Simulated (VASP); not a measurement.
# SiO2 (I-42d) in VASP: notebook

Runs on SiO2. Level: PBE. Tasks: vibrations by perturbation theory.

Everything below comes from runs of VASP 6.6.1. Logs are shortened: lines on timing, memory, paths and dates and some standing lists are left out, and cuts for length are marked.

## (1) The cell of the first run

It takes space group I-42d (No. 122, tetragonal). Conventional cell: a = 5.030 Å, b = 5.030 Å, c = 7.376 Å, α = 90.00°, β = 90.00°, γ = 90.00°. Si (site symmetry -4) has 4 O at 1.63 Å within 2.2 Å. O (site symmetry 2) has 2 Si at 1.63 Å within 2.2 Å.

## (2) Vibrations by perturbation theory, PBE

INCAR reads:

```
SYSTEM = SiO2
PREC = Accurate ; ENCUT = 520
EDIFF = 1E-8 ; ISMEAR = 0
SIGMA = 0.01 ; LREAL = .FALSE.
LASPH = .TRUE. ; NELM = 100
ALGO = Normal ; ISIF = 2
LWAVE = .FALSE. ; LCHARG = .FALSE.
GGA = PE ; IBRION = 8
NSW = 1 ; LEPSILON = .TRUE.
```

KPOINTS reads:

```
Automatic mesh
0
G
  8 8 8
  0 0 0
```

POSCAR reads:

```
SiO2
1.0
   -2.5148596363      2.5148596363      3.6880495083
    2.5148596363     -2.5148596363      3.6880495083
    2.5148596363      2.5148596363     -3.6880495083
Si O
2 4
Direct
    0.0000000000      0.0000000000      0.0000000000
    0.7500000000      0.2500000000      0.5000000000
    0.9666561553      0.6250000000      0.8416561553
    0.3750000000      0.2166561553      0.3416561553
    0.7833438447      0.1250000000      0.1583438447
    0.8750000000      0.0333438447      0.6583438447
```

Potentials or basis: VASP PAW PBE potentials, release 64 (Si, O).

Command:

```sh
> cat potpaw_PBE.64/Si/POTCAR potpaw_PBE.64/O/POTCAR > POTCAR
> mpirun -np 1 vasp_std > vasp.out
```

OUTCAR:

```text
SYSTEM = SiO2
   PREC = Accurate
   ENCUT = 520
   EDIFF = 1E-8
   ISMEAR = 0
   LREAL = .FALSE.
   LASPH = .TRUE.
   NELM = 100
   ISIF = 2
   GGA = PE
   IBRION = 8
   NSW = 1
   LEPSILON = .TRUE.

 ion  position               nearest neighbor table
   1  0.000  0.000  0.000-   3 1.63   4 1.63   5 1.63   6 1.63   2 3.12   2 3.12   2 3.12   2 3.12

   2  0.750  0.250  0.500-   4 1.63   3 1.63   5 1.63   6 1.63   1 3.12   1 3.12   1 3.12   1 3.12

   3  0.967  0.625  0.842-   1 1.63   2 1.63
   4  0.375  0.217  0.342-   2 1.63   1 1.63
   5  0.783  0.125  0.158-   1 1.63   2 1.63
   6  0.875  0.033  0.658-   1 1.63   2 1.63

  LATTYP: Found a body centered tetragonal cell.
 ALAT       =     5.0297192726
 C/A-ratio  =     1.4665031221

  Lattice vectors:

 A1 = (  -2.5148596363,   2.5148596363,   3.6880495083)
 A2 = (   2.5148596363,  -2.5148596363,   3.6880495083)
 A3 = (   2.5148596363,   2.5148596363,  -3.6880495083)

Analysis of symmetry for initial positions (statically):
=====================================================================
 Subroutine PRICEL returns:
 Original cell was already a primitive cell.

 Routine SETGRP: Setting up the symmetry group for a
 body centered tetragonal supercell.
[... 890 lines left out ...]
  1Z     0.000000    0.000000  -42.379558    0.000000   -0.000000   10.874468    9.113489   -2.971812    7.876272    2.971812    9.113489    7.876272   -9.113489    2.971812    7.876272   -2.971812   -9.113489    7.876272
  2X     9.269972   -3.344099    0.000000  -43.262314   -0.020592    0.000000   13.860864    5.114977    9.138754    3.135307   -3.432631   -2.697603   13.860864    5.114977   -9.138754    3.135307   -3.432631    2.697603
  2Y     3.344099    9.269972    0.000000    0.020592  -43.262314    0.000000    3.432631    3.135307    2.697603   -5.114977   13.860864    9.138754    3.432631    3.135307   -2.697603   -5.114977   13.860864   -9.138754
  2Z     0.000000    0.000000   10.874468    0.000000    0.000000  -42.379558    9.113489    2.971812    7.876272   -2.971812    9.113489    7.876272   -9.113489   -2.971812    7.876272    2.971812   -9.113489    7.876272
  3X    13.860759   -3.419537    9.113178   13.860759    3.419537    9.113178  -37.729823    0.000000  -24.135633    1.487895    1.861159    3.061614    7.032514   -0.000000   -0.213951    1.487895   -1.861159    3.061614
  3Y    -5.080149    3.133493   -2.932462    5.080149    3.133493    2.932462    0.000000   -8.880915    0.000000    1.589678    1.504151    2.821112    0.000000   -0.394374    0.000000   -1.589678    1.504151   -2.821112
  3Z     9.138508   -2.701070    7.874222    9.138508    2.701070    7.874222  -24.133189    0.000000  -22.391517    2.821348    3.059789    3.554443    0.213478    0.000000   -0.465813    2.821348   -3.059789    3.554443
  4X     3.133493    5.080149    2.932462    3.133493   -5.080149   -2.932462    1.504151    1.589678    2.821112   -8.880915    0.000000    0.000000    1.504151   -1.589678   -2.821112   -0.394374   -0.000000    0.000000
  4Y     3.419537   13.860759    9.113178   -3.419537   13.860759    9.113178    1.861159    1.487895    3.061614   -0.000000  -37.729823  -24.135633   -1.861159    1.487895    3.061614    0.000000    7.032514   -0.213951
  4Z     2.701070    9.138508    7.874222   -2.701070    9.138508    7.874222    3.059789    2.821348    3.554443    0.000000  -24.133189  -22.391517   -3.059789    2.821348    3.554443    0.000000    0.213478   -0.465813
  5X    13.860759   -3.419537   -9.113178   13.860759    3.419537   -9.113178    7.032514   -0.000000    0.213951    1.487895   -1.861159   -3.061614  -37.729823    0.000000   24.135633    1.487895    1.861159   -3.061614
  5Y    -5.080149    3.133493    2.932462    5.080149    3.133493   -2.932462    0.000000   -0.394374    0.000000   -1.589678    1.504151    2.821112    0.000000   -8.880915    0.000000    1.589678    1.504151   -2.821112
  5Z    -9.138508    2.701070    7.874222   -9.138508   -2.701070    7.874222   -0.213478    0.000000   -0.465813   -2.821348    3.059789    3.554443   24.133189    0.000000  -22.391517   -2.821348   -3.059789    3.554443
  6X     3.133493    5.080149   -2.932462    3.133493   -5.080149    2.932462    1.504151   -1.589678    2.821112   -0.394374   -0.000000   -0.000000    1.504151    1.589678   -2.821112   -8.880915    0.000000    0.000000
  6Y     3.419537   13.860759   -9.113178   -3.419537   13.860759   -9.113178   -1.861159    1.487895   -3.061614    0.000000    7.032514    0.213951    1.861159    1.487895   -3.061614   -0.000000  -37.729823   24.135633
  6Z    -2.701070   -9.138508    7.874222    2.701070   -9.138508    7.874222    3.059789   -2.821348    3.554443    0.000000   -0.213478   -0.465813   -3.059789   -2.821348    3.554443    0.000000   24.133189  -22.391517

 Eigenvectors and eigenvalues of the dynamical matrix
 ----------------------------------------------------

   1 f  =   32.948546 THz   207.021818 2PiTHz 1099.045181 cm-1   136.264174 meV
             X         Y         Z           dx          dy          dz
      0.000000  0.000000  0.000000     0.000000    0.000000   -0.000000
      0.000000  2.514860  1.844025     0.000000    0.000000   -0.000000
      1.257430  2.975864  2.766037     0.401677    0.000000    0.297751
      0.461005  1.257430  0.922012     0.000000   -0.401677   -0.297751
     -1.257430  2.053855  2.766037    -0.401677   -0.000000    0.297751
     -0.461005  3.772289  0.922012     0.000000    0.401677   -0.297751
[... 145 lines left out ...]
  18 f/i=    0.032575 THz     0.204677 2PiTHz    1.086595 cm-1     0.134721 meV
             X         Y         Z           dx          dy          dz
      0.000000  0.000000  0.000000     0.388607    0.287139   -0.000000
      0.000000  2.514860  1.844025     0.387800    0.288228   -0.000000
      1.257430  2.975864  2.766037     0.295628    0.215602   -0.003302
      0.461005  1.257430  0.922012     0.290935    0.219079   -0.002447
     -1.257430  2.053855  2.766037     0.295628    0.215602    0.003302
     -0.461005  3.772289  0.922012     0.290935    0.219079    0.002447

--------------------------------------------------------------------------------------------------------

 MACROSCOPIC STATIC DIELECTRIC TENSOR IONIC CONTRIBUTION
 ------------------------------------------------------
           1.636143     0.000000    -0.000000
           0.000000     1.636143    -0.000000
          -0.000000     0.000000     1.828253
 ------------------------------------------------------

 ELASTIC MODULI CONTR FROM IONIC RELAXATION (kBar)
 Direction    XX          YY          ZZ          XY          YZ          ZX
 --------------------------------------------------------------------------------
 XX       -1895.9715   -861.7536  -1176.2201     -0.0000     -0.0000     -0.0000
 YY        -861.7536  -1895.9715  -1176.2201      0.0000      0.0000      0.0000
 ZZ       -1176.2201  -1176.2201  -1003.3587     -0.0000     -0.0000      0.0000
 XY          -0.0000     -0.0000     -0.0000   -477.2374      0.0000      0.0000
 YZ          -0.0000      0.0000     -0.0000      0.0000  -1347.5965      0.0000
 ZX          -0.0000      0.0000      0.0000      0.0000      0.0000  -1346.3220
 --------------------------------------------------------------------------------

 PIEZOELECTRIC TENSOR IONIC CONTR  for field in x, y, z        (C/m^2)
          XX          YY          ZZ          XY          YZ          ZX
  --------------------------------------------------------------------------------
  x    -0.00000     0.00000     0.00000    -0.00000     0.20506     0.00000
  y     0.00000     0.00000     0.00000     0.00000    -0.00000     0.20534
  z     0.00000    -0.00000     0.00000     0.41772    -0.00000    -0.00000
```

OSZICAR:

```text
N       E                     dE             d eps       ncg     rms          rms(c)
DAV:   1     0.215990448911E+03    0.21599E+03   -0.16325E+04  2360   0.141E+03
DAV:   2    -0.383121335989E+02   -0.25430E+03   -0.24687E+03  3388   0.323E+02
DAV:   3    -0.537105977613E+02   -0.15398E+02   -0.15358E+02  2796   0.899E+01
[... 229 lines left out ...]
RMM:  10    -0.375355698587E+00   -0.15986E-05   -0.55440E-08 18600   0.354E-04    0.726E-05
RMM:  11    -0.375355654065E+00    0.44522E-07   -0.50794E-08 18526   0.165E-04    0.286E-05
RMM:  12    -0.375355853622E+00   -0.19956E-06   -0.39444E-08 18850   0.133E-04    0.463E-06
RMM:  13    -0.375355830992E+00    0.22629E-07   -0.47672E-08 19132   0.113E-04    0.527E-06
RMM:  14    -0.375355820525E+00    0.10468E-07   -0.55210E-08 18513   0.105E-04    0.817E-07
RMM:  15    -0.375355820590E+00   -0.64992E-10   -0.50430E-08 16652   0.987E-05    0.215E-07
 Linear response finished
```

Run time: 1.7 h. Hardware: 1 thread of Oxide Virtual Turin-like, shared host; peak memory 1.1 GiB.

Results:

* Electronic dielectric tensor (diagonal): 2.20, 2.20, 2.21
* Born charges (mean of the diagonal): Si +3.33; O -1.66 e
* Highest phonon frequency at Γ, LO-TO splitting left out: 1099 cm⁻¹

Phonon frequencies in cm⁻¹ (negative: imaginary):
```csv
q point,frequencies
"(0.000, 0.000, 0.000)",-1 -1 0 129 129 300 354 407 422 443 443 741 752 752 1045 1054 1054 1099
```

Electronic dielectric tensor:
```
2.20 0.00 0.00
0.00 2.20 0.00
0.00 0.00 2.21
```

Born effective charge tensors (e):
atom 1, Si
```
 3.31 -0.38  0.00
 0.38  3.31  0.00
 0.00  0.00  3.37
```
atom 2, Si
```
 3.31  0.38  0.00
-0.38  3.31  0.00
 0.00  0.00  3.37
```
atom 3, O
```
-2.25  0.00 -0.92
 0.00 -1.06  0.00
-0.90  0.00 -1.69
```
atom 4, O
```
-1.06  0.00  0.00
 0.00 -2.25 -0.92
 0.00 -0.90 -1.69
```
atom 5, O
```
-2.25  0.00  0.92
 0.00 -1.06  0.00
 0.90  0.00 -1.69
```
atom 6, O
```
-1.06  0.00  0.00
 0.00 -2.25  0.92
 0.00  0.90 -1.69
```

## (3) Vibrations by perturbation theory, PBE

This run uses another cell than the first one, of 14.41 Å³/atom.

INCAR reads:

```
SYSTEM = SiO2
PREC     = Accurate       ! precision mode
ENCUT    = 520            ! plane-wave cutoff, eV
EDIFF    = 1E-8           ! SCF threshold, eV
ISMEAR   = 0              ! smearing method
SIGMA    = 0.01           ! smearing width, eV
LREAL    = .FALSE.        ! projectors in reciprocal space
LASPH    = .TRUE.         ! aspherical terms in the spheres
NELM     = 80             ! most SCF steps
ALGO     = Normal         ! electronic algorithm
ISIF     = 2              ! what is computed and relaxed
LWAVE    = .FALSE.        ! write WAVECAR
LCHARG   = .TRUE.         ! write CHGCAR
GGA      = PE             ! functional
NBANDS   = 25             ! bands
IBRION   = 8              ! ionic algorithm
NSW      = 1              ! ionic steps
LEPSILON = .TRUE.         ! dielectric tensor by DFPT
```

KPOINTS is that of step 2.

POSCAR reads:

```
SiO2
1.0
   -2.4289805501      2.4289805501      3.6629364921
    2.4289805501     -2.4289805501      3.6629364921
    2.4289805501      2.4289805501     -3.6629364921
Si O
2 4
Direct
    0.0000000000      0.0000000000      0.0000000000
    0.7500000000      0.2500000000      0.5000000000
    0.9929021943      0.6250000000      0.8679021943
    0.3750000000      0.2429021943      0.3679021943
    0.7570978057      0.1250000000      0.1320978057
    0.8750000000      0.0070978057      0.6320978057
```

Potentials or basis: VASP PAW PBE potentials, release 64 (Si, O).

Command:

```sh
> cat potpaw_PBE.64/Si/POTCAR potpaw_PBE.64/O/POTCAR > POTCAR
> mpirun -np 1 vasp_std > vasp.out
```

OUTCAR:

```text
SYSTEM = SiO2
   PREC = Accurate
   ENCUT = 520
   EDIFF = 1E-8
   ISMEAR = 0
   LREAL = .FALSE.
   LASPH = .TRUE.
   NELM = 80
   ISIF = 2
   GGA = PE
   IBRION = 8
   NSW = 1
   LEPSILON = .TRUE.

 ion  position               nearest neighbor table
   1  0.000  0.000  0.000-   4 1.63   3 1.63   5 1.63   6 1.63   2 3.04   2 3.04   2 3.04   2 3.04

   2  0.750  0.250  0.500-   3 1.63   4 1.63   5 1.63   6 1.63   1 3.04   1 3.04   1 3.04   1 3.04

   3  0.993  0.625  0.868-   2 1.63   1 1.63
   4  0.375  0.243  0.368-   1 1.63   2 1.63
   5  0.757  0.125  0.132-   1 1.63   2 1.63
   6  0.875  0.007  0.632-   1 1.63   2 1.63

  LATTYP: Found a body centered tetragonal cell.
 ALAT       =     4.8579611002
 C/A-ratio  =     1.5080139246

  Lattice vectors:

 A1 = (  -2.4289805501,   2.4289805501,   3.6629364921)
 A2 = (   2.4289805501,  -2.4289805501,   3.6629364921)
 A3 = (   2.4289805501,   2.4289805501,  -3.6629364921)

Analysis of symmetry for initial positions (statically):
=====================================================================
 Subroutine PRICEL returns:
[... 1021 lines left out ...]
  4X     4.333564    6.291832    3.792065    4.333564   -6.291832   -3.792065    1.476242    1.497402    2.771412  -11.448009    0.000000    0.000000    1.476242   -1.497402   -2.771412   -0.171601    0.000000    0.000000
  4Y     4.415196   13.469821    8.949920   -4.415196   13.469821    8.949920    1.472786    1.482302    2.833851    0.000000  -36.349717  -23.522692   -1.472786    1.482302    2.833851    0.000000    6.445471   -0.044850
  4Z     3.552090    8.965655    7.996089   -3.552090    8.965655    7.996089    2.829752    2.770962    3.509267    0.000000  -23.518884  -22.645349   -2.829752    2.770962    3.509267    0.000000    0.045649   -0.365363
  5X    13.469821   -4.415196   -8.949920   13.469821    4.415196   -8.949920    6.445471    0.000000    0.044850    1.482302   -1.472786   -2.833851  -36.349717    0.000000   23.522692    1.482302    1.472786   -2.833851
  5Y    -6.291832    4.333564    3.792065    6.291832    4.333564   -3.792065    0.000000   -0.171601    0.000000   -1.497402    1.476242    2.771412    0.000000  -11.448009    0.000000    1.497402    1.476242   -2.771412
  5Z    -8.965655    3.552090    7.996089   -8.965655   -3.552090    7.996089   -0.045649    0.000000   -0.365363   -2.770962    2.829752    3.509267   23.518884    0.000000  -22.645349   -2.770962   -2.829752    3.509267
  6X     4.333564    6.291832   -3.792065    4.333564   -6.291832    3.792065    1.476242   -1.497402    2.771412   -0.171601    0.000000    0.000000    1.476242    1.497402   -2.771412  -11.448009    0.000000    0.000000
  6Y     4.415196   13.469821   -8.949920   -4.415196   13.469821   -8.949920   -1.472786    1.482302   -2.833851    0.000000    6.445471    0.044850    1.472786    1.482302   -2.833851    0.000000  -36.349717   23.522692
  6Z    -3.552090   -8.965655    7.996089    3.552090   -8.965655    7.996089    2.829752   -2.770962    3.509267    0.000000   -0.045649   -0.365363   -2.829752   -2.770962    3.509267    0.000000   23.518884  -22.645349

 Eigenvectors and eigenvalues of the dynamical matrix
 ----------------------------------------------------

   1 f  =   32.264854 THz   202.726059 2PiTHz 1076.239694 cm-1   133.436656 meV
             X         Y         Z           dx          dy          dz
      0.000000  0.000000  0.000000     0.000000   -0.000000    0.000000
      0.000000  2.428981  1.831468     0.000000   -0.000000    0.000000
      1.214490  3.001745  2.747202     0.396792   -0.000000    0.304231
      0.572764  1.214490  0.915734     0.000000   -0.396792   -0.304231
     -1.214490  1.856216  2.747202    -0.396792    0.000000    0.304231
     -0.572764  3.643471  0.915734     0.000000    0.396792   -0.304231
[... 145 lines left out ...]
  18 f/i=    0.031804 THz     0.199829 2PiTHz    1.060861 cm-1     0.131530 meV
             X         Y         Z           dx          dy          dz
      0.000000  0.000000  0.000000    -0.481662   -0.044396    0.000000
      0.000000  2.428981  1.831468    -0.481779   -0.043112    0.000000
      1.214490  3.001745  2.747202    -0.360918   -0.033197   -0.003099
      0.572764  1.214490  0.915734    -0.365490   -0.032782   -0.000282
     -1.214490  1.856216  2.747202    -0.360918   -0.033197    0.003099
     -0.572764  3.643471  0.915734    -0.365490   -0.032782    0.000282

--------------------------------------------------------------------------------------------------------

 MACROSCOPIC STATIC DIELECTRIC TENSOR IONIC CONTRIBUTION
 ------------------------------------------------------
           1.608377    -0.000000     0.000000
          -0.000000     1.608377     0.000000
           0.000000     0.000000     1.916715
 ------------------------------------------------------

 ELASTIC MODULI CONTR FROM IONIC RELAXATION (kBar)
 Direction    XX          YY          ZZ          XY          YZ          ZX
 --------------------------------------------------------------------------------
 XX       -1965.0573  -1026.6541  -1261.5314      0.0000      0.0000     -0.0000
 YY       -1026.6541  -1965.0573  -1261.5314      0.0000      0.0000     -0.0000
 ZZ       -1261.5314  -1261.5314  -1063.9137      0.0000      0.0000     -0.0000
 XY           0.0000      0.0000      0.0000   -764.2204      0.0000     -0.0000
 YZ           0.0000      0.0000      0.0000      0.0000  -1497.1879      0.0000
 ZX          -0.0000     -0.0000     -0.0000     -0.0000      0.0000  -1495.6099
 --------------------------------------------------------------------------------

 PIEZOELECTRIC TENSOR IONIC CONTR  for field in x, y, z        (C/m^2)
          XX          YY          ZZ          XY          YZ          ZX
  --------------------------------------------------------------------------------
  x     0.00000     0.00000     0.00000     0.00000     0.26575     0.00000
  y     0.00000     0.00000     0.00000     0.00000     0.00000     0.26670
  z     0.00000    -0.00000    -0.00000     0.53649     0.00000     0.00000
```

OSZICAR:

```text
N       E                     dE             d eps       ncg     rms          rms(c)
DAV:   1     0.173279663719E+03    0.17328E+03   -0.16241E+04  2950   0.114E+03
DAV:   2    -0.419145994403E+02   -0.21519E+03   -0.20644E+03  3974   0.273E+02
DAV:   3    -0.535807883922E+02   -0.11666E+02   -0.11618E+02  3946   0.651E+01
DAV:   4    -0.536927190290E+02   -0.11193E+00   -0.11188E+00  3594   0.729E+00
[... 202 lines left out ...]
RMM:   7    -0.375016746447E+00    0.25900E-04   -0.39158E-07 24326   0.390E-03    0.643E-04
RMM:   8    -0.375020017544E+00   -0.32711E-05   -0.15915E-08 25273   0.815E-04    0.430E-04
RMM:   9    -0.375018845142E+00    0.11724E-05    0.11004E-08 24823   0.440E-04    0.574E-05
RMM:  10    -0.375019399147E+00   -0.55401E-06    0.91839E-09 25424   0.244E-04    0.244E-05
RMM:  11    -0.375019394360E+00    0.47868E-08    0.87352E-09 25223   0.229E-04    0.699E-06
 Linear response finished
```

Wall time 2.6 h (1 thread of Oxide Virtual Turin-like, shared host); peak memory 1.2 GiB.

What came out:

- Electronic dielectric tensor (diagonal): 2.28, 2.28, 2.31
- Born charges (mean of the diagonal): Si +3.26; O -1.63 e
- Highest phonon frequency at Γ, LO-TO splitting left out: 1076 cm⁻¹

Phonon frequencies in cm⁻¹ (negative: imaginary):
| q point | frequencies |
| --- | --- |
| (0.000, 0.000, 0.000) | -1 -1 0 159 159 360 375 426 430 452 452 758 774 774 1038 1051 1051 1076 |

Electronic dielectric tensor:
```
2.28 0.00 0.00
0.00 2.28 0.00
0.00 0.00 2.31
```

Born effective charge tensors (e):
atom 1, Si
```
 3.22 -0.42  0.00
 0.42  3.22  0.00
 0.00  0.00  3.34
```
atom 2, Si
```
 3.22  0.42  0.00
-0.42  3.22  0.00
 0.00  0.00  3.34
```
atom 3, O
```
-2.14  0.00 -0.86
 0.00 -1.09  0.00
-0.83  0.00 -1.67
```
atom 4, O
```
-1.09  0.00  0.00
 0.00 -2.14 -0.86
 0.00 -0.83 -1.67
```
atom 5, O
```
-2.14  0.00  0.86
 0.00 -1.09  0.00
 0.83  0.00 -1.67
```
atom 6, O
```
-1.09  0.00  0.00
 0.00 -2.14  0.86
 0.00  0.83 -1.67
```

Caveat: the cell stands under pressure or tension, which shifts response properties.
